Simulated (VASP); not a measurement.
Input of a VASP 6.6.1 run:

Contents of INCAR:

```
ALGO     = Normal         # electronic algorithm
EDIFF    = 1E-7           # SCF threshold, eV
EDIFFG   = -0.01          # ionic threshold
ENCUT    = 600            # plane-wave cutoff, eV
GGA      = PE             # functional
GGA_COMPAT= False        
IBRION   = 2              # ionic algorithm
ISIF     = 3              # what is computed and relaxed
ISMEAR   = 0              # smearing method
LASPH    = True           # aspherical terms in the spheres
LCHARG   = False          # write CHGCAR
LREAL    = False          # projectors in reciprocal space
LWAVE    = False          # write WAVECAR
NELM     = 120            # most SCF steps
NELMIN   = 4            
NSW      = 100            # ionic steps
PREC     = Accurate       # precision mode
SIGMA    = 0.1            # smearing width, eV
```

The input KPOINTS:

```
k-points
0
Gamma
  8 8 8
```

File POSCAR:

```
ScOs3
1.0
    5.0195387931      0.0000000000      0.0000000000
    0.0000000000      5.0195387931      0.0000000000
    0.0000000000      0.0000000000      5.0195387931
Sc Os
2 6
Direct
    0.0000000000      0.0000000000      0.0000000000
    0.5000000000      0.5000000000      0.5000000000
    0.0000000000      0.5000000000      0.2500000000
    0.0000000000      0.5000000000      0.7500000000
    0.2500000000      0.0000000000      0.5000000000
    0.7500000000      0.0000000000      0.5000000000
    0.5000000000      0.7500000000      0.0000000000
    0.5000000000      0.2500000000      0.0000000000
```

Potentials or basis: VASP PAW PBE potentials, release 64 (Sc_sv, Os).

Run with:

```bash
$ cat potpaw_PBE.64/Sc_sv/POTCAR potpaw_PBE.64/Os/POTCAR > POTCAR
$ mpirun -np 1 vasp_std > vasp.out
```

Task: What does it give for the band gap on the k mesh?

Result: Zero (band 35 reaches 7.95 eV, above the bottom of band 36 at 6.90 eV).

Task: What does it give for the relaxed volume?

Result: 15.83 Å³/atom.

Step by step:
```csv
step,energy change (eV),largest force (eV/Å),pressure (GPa),volume (Å³)
1,0.0000,0.0000,0.37,126.47
2,0.0012,0.0000,-0.93,127.15
3,-0.0002,0.0000,0.01,126.66
```

Caveat: spin-orbit coupling is left out, which moves the levels of the heavy elements.
